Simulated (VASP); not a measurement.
A run of VASP 6.6.1:

POSCAR

```
BaH2
1.0
    4.2963767173      0.0000000000      0.0000000000
   -2.1481883587      3.7207713814      0.0000000000
    0.0000000000      0.0000000000      5.6352737993
Ba H
2 4
Direct
    0.6666666667      0.3333333333      0.7500000000
    0.3333333333      0.6666666667      0.2500000000
    0.3333333333      0.6666666667      0.7500000000
    0.6666666667      0.3333333333      0.2500000000
    0.0000000000      0.0000000000      0.5000000000
    0.0000000000      0.0000000000      0.0000000000
```

The input INCAR.step1:

```
PREC = Accurate ; ENCUT = 600
ISMEAR = 0 ; SIGMA = 0.02
LREAL = False ; LASPH = True
NELM = 80 ; GGA = PE
ALGO = Normal ; EDIFF = 1E-4
LWAVE = True ; LCHARG = False
```

File INCAR.step2:

```
PREC = Accurate ; ENCUT = 600
EDIFF = 1E-6 ; ISMEAR = 0
SIGMA = 0.02 ; LREAL = False
LASPH = True ; NELM = 80
ALGO = Normal ; ISIF = 4
LWAVE = False ; LCHARG = False
METAGGA = R2SCAN ; LMIXTAU = True
IBRION = 2 ; NSW = 50
EDIFFG = -0.01 ; ISTART = 1
```

KPOINTS

```
regular mesh
0
Gamma
  6 6 6
```

Potentials or basis: VASP PAW PBE potentials, release 64 (Ba_sv, H).

Command:

```bash
$ cat potpaw_PBE.64/Ba_sv/POTCAR potpaw_PBE.64/H/POTCAR > POTCAR
$ cp INCAR.step1 INCAR
$ mpirun -np 1 vasp_std > vasp.out
$ cp INCAR.step2 INCAR
$ mpirun -np 1 vasp_std > vasp.out
```

Hardware: 1 thread of Oxide Virtual Turin-like Processor (shared host).

**Question.** How long does it take, and how much memory?

**Answer.** It took 16 min on 1 thread of Oxide Virtual Turin-like Processor, on a shared host, peak memory 0.24 GiB. Counts: k points 28, ion steps 5.
